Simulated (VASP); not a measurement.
# GaN (rocksalt type) (Fm-3m) in VASP: a series of runs

The runs below take GaN (rocksalt type) through single point, relaxation of cell and atoms, with PBE.

Everything below comes from runs of VASP 6.6.1. Logs are shortened: lines on timing, memory, paths and dates and some standing lists are left out, and cuts for length are marked.

**1. The cell of the first run**

Symmetry: Fm-3m, No. 225, cubic system. Conventional cell: a = 4.166 Å, b = 4.166 Å, c = 4.166 Å, α = 90.00°, β = 90.00°, γ = 90.00°. Ga (site symmetry m-3m) has 6 N at 2.08 Å within 2.8 Å. Within 2.8 Å of N (site symmetry m-3m) lie 6 Ga at 2.08 Å.

**2. Single point, PBE**

The input, INCAR:

```
SYSTEM = GaN
ALGO = Normal ; EDIFF = 1E-7
ENCUT = 520 ; GGA = PE
ISIF = 2 ; ISMEAR = -1
LASPH = .True. ; LCHARG = .True.
LELF = .True. ; LREAL = .False.
LVHAR = .True. ; LWAVE = .False.
NBANDS = 16 ; NELM = 80
PREC = Accurate ; SIGMA = 0.08
```

The input, KPOINTS:

```
k-points
0
Gamma
  16 16 16
  0 0 0
```

The input, POSCAR:

```
GaN
1.0
    0.0000000000      2.0831165341      2.0831165341
    2.0831165341      0.0000000000      2.0831165341
    2.0831165341      2.0831165341      0.0000000000
Ga N
1 1
Direct
    0.0000000000      0.0000000000      0.0000000000
    0.5000000000      0.5000000000      0.5000000000
```

Potentials or basis: VASP PAW PBE potentials, release 64 (Ga_d, N).

Launch:

```
$ cat potpaw_PBE.64/Ga_d/POTCAR potpaw_PBE.64/N/POTCAR > POTCAR
$ mpirun -np 1 vasp_std > vasp.out
```

OUTCAR:

```text
SYSTEM = GaN
   EDIFF = 1E-7
   ENCUT = 520
   GGA = PE
   ISIF = 2
   ISMEAR = -1
   LASPH = .True.
   LREAL = .False.
   NELM = 80
   PREC = Accurate

 ion  position               nearest neighbor table
   1  0.000  0.000  0.000-   2 2.08   2 2.08   2 2.08   2 2.08   2 2.08   2 2.08
   2  0.500  0.500  0.500-   1 2.08   1 2.08   1 2.08   1 2.08   1 2.08   1 2.08

  LATTYP: Found a face centered cubic cell.
 ALAT       =     4.1662330682

  Lattice vectors:

 A1 = (   0.0000000000,   2.0831165341,   2.0831165341)
 A2 = (   2.0831165341,   0.0000000000,   2.0831165341)
 A3 = (   2.0831165341,   2.0831165341,   0.0000000000)

Analysis of symmetry for initial positions (statically):
=====================================================================
 Subroutine PRICEL returns:
 Original cell was already a primitive cell.

 Routine SETGRP: Setting up the symmetry group for a
 face centered cubic supercell.

 Subroutine GETGRP returns: Found 48 space group operations
 (whereof 48 operations were pure point group operations)
 out of a pool of 48 trial point group operations.

The static configuration has the point symmetry O_h .

Analysis of symmetry for dynamics (positions and initial velocities):
=====================================================================
 Subroutine PRICEL returns:
 Original cell was already a primitive cell.

 Routine SETGRP: Setting up the symmetry group for a
 face centered cubic supercell.

 Subroutine GETGRP returns: Found 48 space group operations
 (whereof 48 operations were pure point group operations)
 out of a pool of 48 trial point group operations.

The dynamic configuration has the point symmetry O_h .

 Subroutine INISYM returns: Found 48 space group operations
 (whereof 48 operations are pure point group operations),
 and found     1 'primitive' translations

----------------------------------------------------------------------------------------

                                     Primitive cell

  volume of cell :      18.0788

  direct lattice vectors                    reciprocal lattice vectors
     0.000000000  2.083116534  2.083116534    -0.240024978  0.240024978  0.240024978
     2.083116534  0.000000000  2.083116534     0.240024978 -0.240024978  0.240024978
     2.083116534  2.083116534  0.000000000     0.240024978  0.240024978 -0.240024978

  length of vectors
     2.945971655  2.945971655  2.945971655     0.415735457  0.415735457  0.415735457

  position of ions in fractional coordinates (direct lattice)
     0.000000000  0.000000000  0.000000000
     0.500000000  0.500000000  0.500000000

  ion indices of the primitive-cell ions
   primitive index   ion index
                 1           1
                 2           2

----------------------------------------------------------------------------------------

 KPOINTS: k-points

Automatic generation of k-mesh.
 Grid dimensions read from file:
 generate k-points for:   16   16   16

 Generating k-lattice:

  Cartesian coordinates                     Fractional coordinates (reciprocal lattice)
    -0.015001561  0.015001561  0.015001561     0.062500000  0.000000000  0.000000000
     0.015001561 -0.015001561  0.015001561     0.000000000  0.062500000  0.000000000
     0.015001561  0.015001561 -0.015001561     0.000000000  0.000000000  0.062500000

  Length of vectors
     0.025983466  0.025983466  0.025983466

  Shift w.r.t. Gamma in fractional coordinates (k-lattice)
     0.000000000  0.000000000  0.000000000

 Subroutine IBZKPT returns following result:
 ===========================================

 Found    145 irreducible k-points:

 Following reciprocal coordinates:
            Coordinates               Weight
  0.000000  0.000000  0.000000      1.000000
  0.062500  0.000000  0.000000      8.000000
  0.125000  0.000000  0.000000      8.000000
  0.187500  0.000000  0.000000      8.000000
  0.250000  0.000000  0.000000      8.000000
  0.312500  0.000000  0.000000      8.000000
[... 16 lines left out ...]
 -0.125000  0.062500  0.000000     24.000000
 -0.062500  0.062500  0.000000     12.000000
 [... further k-points ...]
   k-points           NKPTS =    145   k-points in BZ     NKDIM =    145   number of bands    NBANDS=     16
   number of dos      NEDOS =    301   number of ions     NIONS =      2
   total plane-waves  NPLWV =  13824
   dimension x,y,z NGX =    24 NGY =   24 NGZ =   24
   dimension x,y,z NGXF=    48 NGYF=   48 NGZF=   48
   ions per type =               1   1
   NGX,Y,Z   is equivalent  to a cutoff of  13.54, 13.54, 13.54 a.u.
   NGXF,Y,Z  is equivalent  to a cutoff of  27.09, 27.09, 27.09 a.u.
 SYSTEM =  GaN
   PREC   = accura    normal or accurate (medium, high low for compatibility)
   ISTART =      0    job   : 0-new  1-cont  2-samecut
   ICHARG =      2    charge: 1-file 2-atom 10-const
   ISPIN  =      1    spin polarized calculation?
   LNONCOLLINEAR =      F non collinear calculations
   LSORBIT =      F    spin-orbit coupling
   LASPH  =      T    aspherical Exc in radial PAW
   ENCUT  =  520.0 eV  38.22 Ry    6.18 a.u.   5.48  5.48  5.48*2*pi/ulx,y,z
   NELM   =     80;   NELMIN=  2; NELMDL= -5     # of ELM steps
   EDIFF  = 0.1E-06   stopping-criterion for ELM
   LREAL  =      F    real-space projection
   EDIFFG = 0.1E-05   stopping-criterion for IOM
   NSW    =      0    number of steps for IOM
   IBRION =     -1    ionic relax: 0-MD 1-quasi-New 2-CG
   NFREE  =      0    steps in history (QN), initial steepest desc. (CG)
   ISIF   =      2    stress and relaxation
   ISYM   =      2    0-nonsym 1-usesym 2-fastsym
   POTIM  = 0.5000    time-step for ionic-motion
   TEBEG  =    0.0;   TEEND  =   0.0 temperature during run
   PSTRESS=    0.0 pullay stress
   NELECT =      18.0000    total number of electrons
   NUPDOWN=      -1.0000    fix difference up-down
   EMIN   =  10.00;   EMAX   =-10.00  energy-range for DOS
   EFERMI =   0.00;   METHOD = LEGACY
   ISMEAR =    -1;   SIGMA  =   0.08  broadening in eV -4-tet -1-fermi 0-gaus
   EFERMI_NEDOS =   21; number of points for ismear=-14 and -15
   IALGO  =     38    algorithm
   IMIX   =      4    mixing-type and parameters
     AMIX     =   0.40;   BMIX     =  1.00
     AMIX_MAG =   1.60;   BMIX_MAG =  1.00
  volume/ion in A,a.u.               =       9.04        61.00
  Fermi-wavevector in a.u.,A,eV,Ry     =   1.634715  3.089164 36.358764  2.672294
  Thomas-Fermi vector in A             =   2.726308
   LORBIT       =      0    0 simple, 1 ext, 2 COOP (PROOUT), +10 PAW based schemes
   GGA     = PE    functional components
   LHFCALC =     F    Hartree Fock is set to
   AEXX    =    0.0000 exact exchange contribution
   IVDW    =     0    specifies the selected vdW correction
   LEPSILON=     F    determine dielectric tensor
   LRPA    =     F    only Hartree local field effects (RPA)
 non-spin polarized calculation
  energy-cutoff  :      520.00
  volume of cell :       18.08
 maximum number of plane-waves:       531
 NGX is ok and might be reduce to    24
   NGX = 11   NGY = 11   NGZ = 11

 number of electron      17.9999996 magnetization

 Free energy of the ion-electron system (eV)
  ---------------------------------------------------
  ext. energy  EPLUGINS =         0.00000000
  ---------------------------------------------------
  free energy    TOTEN  =       -11.12714119 eV

  energy without entropy =      -11.12709642  energy(sigma->0) =      -11.12711881

 E-fermi :   9.0212     XC(G=0): -13.3275

 val. band max:        8.4530938012   @ k =  -0.1875   0.1875   0.0000
 cond. band min:       9.3200792570   @ k =   0.5000   0.5000   0.0000
 fundamental gap:      0.8669854559
 Fermi energy:         9.0211911158

 k-point     1 :       0.0000    0.0000    0.0000
  band No.  band energies     occupation
      1      -9.2961      2.00000
      2      -5.5263      2.00000
      3      -5.5263      2.00000
      4      -5.5263      2.00000
      5      -5.4208      2.00000
      6      -5.4208      2.00000
[... 8 lines left out ...]
     15      24.9038      0.00000
     16      24.9038      0.00000

 k-point     2 :       0.0625    0.0000    0.0000
  band No.  band energies     occupation
      1      -9.2162      2.00000
      2      -5.5301      2.00000
      3      -5.5210      2.00000
      4      -5.5210      2.00000
      5      -5.4278      2.00000
      6      -5.4278      2.00000
[... 8 lines left out ...]
     15      24.7835      0.00000
     16      24.7835      0.00000

 k-point     3 :       0.1250    0.0000    0.0000
  band No.  band energies     occupation
      1      -8.9794      2.00000
      2      -5.5411      2.00000
      3      -5.5152      2.00000
      4      -5.5152      2.00000
      5      -5.4383      2.00000
      6      -5.4383      2.00000
[... 8 lines left out ...]
     15      24.9937      0.00000
     16      24.9937      0.00000

 k-point     4 :       0.1875    0.0000    0.0000
  band No.  band energies     occupation
      1      -8.5949      2.00000
      2      -5.5578      2.00000
      3      -5.5372      2.00000
      4      -5.5372      2.00000
      5      -5.4229      2.00000
      6      -5.4229      2.00000
[... 8 lines left out ...]
     15      25.6783      0.00000
     16      25.6783      0.00000

 k-point     5 :       0.2500    0.0000    0.0000
  band No.  band energies     occupation
      1      -8.0814      2.00000
      2      -5.5823      2.00000
      3      -5.5823      2.00000
      4      -5.5789      2.00000
      5      -5.3850      2.00000
      6      -5.3850      2.00000
[... 8 lines left out ...]
     15      26.6989      0.00000
     16      26.6989      0.00000

 k-point     6 :       0.3125    0.0000    0.0000
  band No.  band energies     occupation
      1      -7.4732      2.00000
      2      -5.6314      2.00000
      3      -5.6314      2.00000
      4      -5.6041      2.00000
      5      -5.3423      2.00000
      6      -5.3423      2.00000
[... 8 lines left out ...]
     15      27.9909      0.00000
     16      27.9909      0.00000

 k-point     7 :       0.3750    0.0000    0.0000
  band No.  band energies     occupation
      1      -6.8327      2.00000
      2      -5.6737      2.00000
      3      -5.6737      2.00000
      4      -5.6377      2.00000
      5      -5.3047      2.00000
      6      -5.3047      2.00000
[... 8 lines left out ...]
     15      29.5014      0.00000
     16      29.5014      0.00000

 k-point     8 :       0.4375    0.0000    0.0000
  band No.  band energies     occupation
      1      -6.2704      2.00000
      2      -5.7021      2.00000
      3      -5.7021      2.00000
      4      -5.6980      2.00000
      5      -5.2793      2.00000
      6      -5.2793      2.00000
[... 8 lines left out ...]
     15      31.1259      0.00000
     16      31.1259      0.00000

 k-point     9 :       0.5000    0.0000    0.0000
  band No.  band energies     occupation
      1      -5.9723      2.00000
      2      -5.7910      2.00000
      3      -5.7120      2.00000
      4      -5.7120      2.00000
      5      -5.2703      2.00000
      6      -5.2703      2.00000
[... 8 lines left out ...]
     15      32.2120      0.00000
     16      32.2120      0.00000
[... 172 lines left out ...]
 k-point    19 :      -0.3750    0.0625    0.0000
  band No.  band energies     occupation
      1      -6.6673      2.00000
      2      -5.7209      2.00000
      3      -5.6855      2.00000
      4      -5.5642      2.00000
      5      -5.3085      2.00000
      6      -5.2209      2.00000
[... 8 lines left out ...]
     15      29.1146      0.00000
     16      30.8262      0.00000

 k-point    20 :      -0.3125    0.0625    0.0000
  band No.  band energies     occupation
      1      -7.2401      2.00000
      2      -5.6658      2.00000
      3      -5.6526      2.00000
      4      -5.5727      2.00000
      5      -5.3487      2.00000
      6      -5.2729      2.00000
[... 8 lines left out ...]
     15      27.5356      0.00000
     16      29.5625      0.00000

 k-point    21 :      -0.2500    0.0625    0.0000
  band No.  band energies     occupation
      1      -7.8415      2.00000
      2      -5.6110      2.00000
      3      -5.6070      2.00000
      4      -5.5670      2.00000
      5      -5.3948      2.00000
      6      -5.3231      2.00000
[... 8 lines left out ...]
     15      26.1723      0.00000
     16      28.3041      0.00000

 k-point    22 :      -0.1875    0.0625    0.0000
  band No.  band energies     occupation
      1      -8.3780      2.00000
      2      -5.5692      2.00000
      3      -5.5559      2.00000
      4      -5.5477      2.00000
      5      -5.4395      2.00000
      6      -5.3694      2.00000
[... 8 lines left out ...]
     15      25.1146      0.00000
     16      27.2285      0.00000

 k-point    23 :      -0.1250    0.0625    0.0000
  band No.  band energies     occupation
      1      -8.8009      2.00000
      2      -5.5497      2.00000
      3      -5.5212      2.00000
      4      -5.5115      2.00000
      5      -5.4713      2.00000
      6      -5.4041      2.00000
[... 8 lines left out ...]
     15      25.2339      0.00000
     16      26.3834      0.00000

 k-point    24 :      -0.0625    0.0625    0.0000
  band No.  band energies     occupation
      1      -9.0847      2.00000
      2      -5.5372      2.00000
      3      -5.5149      2.00000
      4      -5.5124      2.00000
      5      -5.4539      2.00000
      6      -5.4197      2.00000
[... 8 lines left out ...]
     15      25.1438      0.00000
     16      25.6974      0.00000

 [... further k-points ...]
[... 5 lines left out ...]
  --------------------------------------------------------------------------------------
  -------------------------------------------------------------------------------------
  Total        2.1341873      2.1341873      2.1341873      0.0000000      0.0000000      0.0000000
  in kB      189.1352258    189.1352258    189.1352258      0.0000000      0.0000000      0.0000000
  external PRESSURE =     189.1352258 kB  Pullay stress =       0.0000000 kB

 VOLUME and BASIS-vectors are now :
 -----------------------------------------------------------------------------
  energy-cutoff  :      520.00
  volume of cell :       18.08
      direct lattice vectors                 reciprocal lattice vectors
     0.000000000  2.083116534  2.083116534    -0.240024978  0.240024978  0.240024978
     2.083116534  0.000000000  2.083116534     0.240024978 -0.240024978  0.240024978
     2.083116534  2.083116534  0.000000000     0.240024978  0.240024978 -0.240024978

 POSITION                                       TOTAL-FORCE (eV/Angst)
 -----------------------------------------------------------------------------------
      0.00000      0.00000      0.00000         0.000000      0.000000      0.000000
      2.08312      2.08312      2.08312         0.000000      0.000000      0.000000
 -----------------------------------------------------------------------------------
    total drift:                                0.000000     -0.000000     -0.000000

  FREE ENERGIE OF THE ION-ELECTRON SYSTEM (eV)
  ---------------------------------------------------
  free  energy   TOTEN  =       -11.1271411872 eV

  energy  without entropy=      -11.1270964235  energy(sigma->0) =      -11.12711881
```

It took 26 s on 1 thread of Intel Xeon 6975P-C, shared host; peak memory 0.17 GiB.

Results:

| Property | Result |
| --- | --- |
| Free energy | -11.1271 eV |
| Pressure | 18.9 GPa |
| Band gap on the k mesh | 0.87 eV, indirect (least direct gap 3.30 eV) |

**3. Single point, PBE**

The input, INCAR:

```
PREC = Accurate
ENCUT = 520
EDIFF = 1E-6
ISMEAR = -1
SIGMA = 0.08
LREAL = F
LASPH = T
NELM = 100
ALGO = Normal
ISIF = 2
LWAVE = F
LCHARG = F
GGA = PE
NBANDS = 16
```

The input, KPOINTS:

```
Automatic mesh
0
Gamma
  16 16 16
```

POSCAR is that of step 2.

Potentials or basis: VASP PAW PBE potentials, release 64 (Ga_d, N).

Launch:

```
$ cat potpaw_PBE.64/Ga_d/POTCAR potpaw_PBE.64/N/POTCAR > POTCAR
$ mpirun -np 1 vasp_std > vasp.out
```

Run time: 20 s. Hardware: 1 thread of Intel Xeon 6975P-C, shared host; peak memory 0.17 GiB.

The run converged. Its results:

```yaml
Free_energy: -11.1271 eV
Pressure: 18.9 GPa
Band_gap_on_the_k_mesh: 0.87 eV, indirect (least direct gap 3.30 eV)
```

Levels at points of the mesh, in eV from the valence-band top:
| k point | band 7 | band 8 | band 9 | band 10 | band 11 | band 12 |
| --- | --- | --- | --- | --- | --- | --- |
| (0.00, 0.00, 0.00) | -0.56 | -0.56 | -0.56 | 2.74 | 14.98 | 14.98 |
| (0.50, 0.00, 0.00) | -8.48 | -0.17 | -0.17 | 4.88 | 9.35 | 9.35 |
| (0.50, 0.50, 0.00) | -7.47 | -3.21 | -3.21 | 0.87 | 7.87 | 12.36 |

A k mesh can miss the band edges.

**4. Relaxation of cell and atoms, PBE, target pressure 18 GPa, at which the enthalpy is minimised**

The input, INCAR:

```
ALGO = Normal
EDIFF = 1E-6
EDIFFG = -0.005
ENCUT = 600
GGA = PE
IBRION = 2
ISIF = 3
ISMEAR = -1
LASPH = True
LCHARG = False
LREAL = False
LWAVE = False
NELM = 80
NSW = 60
PREC = Accurate
PSTRESS = 180.0
SIGMA = 0.08
```

The input, KPOINTS:

```
k-points
0
Gamma
  16 16 16
```

The input, POSCAR:

```
GaN
1.0
    0.0000000000      2.0832069507      2.0832069507
    2.0832069507      0.0000000000      2.0832069507
    2.0832069507      2.0832069507      0.0000000000
Ga N
1 1
Direct
    0.0000000000      0.0000000000      0.0000000000
    0.5000000000      0.5000000000      0.5000000000
```

Launch:

```
$ cat potpaw_PBE.64/Ga_d/POTCAR potpaw_PBE.64/N/POTCAR > POTCAR
$ mpirun -np 1 vasp_std > vasp.out
```

Run time: 2.2 min. Hardware: 1 thread of AMD EPYC 7R43 (Zen 3), shared host; peak memory 0.13 GiB.

It converged, with:

```
Free energy                                            : -11.1342 eV
Relaxed volume                                         : 9.06 Å³/atom
Relaxed cell                                           : a = 2.948 Å, b = 2.948 Å, c = 2.948 Å, α = 60.00°, β = 60.00°, γ = 60.00°
Space group after relaxing (to 0.05 Å)                 : Fm-3m (No. 225)
Energy change on relaxing (the enthalpy is what falls) : -2.5 meV/atom
Ionic steps                                            : 3
Pressure after relaxing                                : 18.0 GPa
Band gap on the k mesh                                 : 0.85 eV, indirect (least direct gap 3.27 eV)
```

The path:
| step | energy change (eV) | largest force (eV/Å) | pressure (GPa) | volume (Å³) |
| --- | --- | --- | --- | --- |
| 1 | 0.0000 | 0.0000 | 18.72 | 18.08 |
| 2 | -0.0118 | 0.0000 | 17.00 | 18.19 |
| 3 | -0.0050 | 0.0000 | 18.00 | 18.13 |

Final structure:
```
CELL_PARAMETERS angstrom
0.00000 2.08490 2.08490
2.08490 0.00000 2.08490
2.08490 2.08490 0.00000
ATOMIC_POSITIONS crystal
Ga 0.00000 0.00000 0.00000
N 0.50000 0.50000 0.50000
```

Levels at points of the mesh, in eV from the valence-band top:
```tsv
k point	band 6	band 7	band 8	band 9	band 10	band 11	band 12	band 13
(0.00, 0.00, 0.00)	-13.88	-0.56	-0.56	-0.56	2.71	14.96	14.96	14.96
(0.50, 0.00, 0.00)	-13.73	-8.47	-0.17	-0.17	4.87	9.33	9.33	9.95
(0.50, 0.50, 0.00)	-10.89	-7.45	-3.20	-3.20	0.85	7.87	12.33	15.03
```

Caveat: the cell is relaxed towards a set pressure, so the enthalpy falls and the energy may rise. A k mesh can miss the band edges.

(Continued in part 2 of 2.)
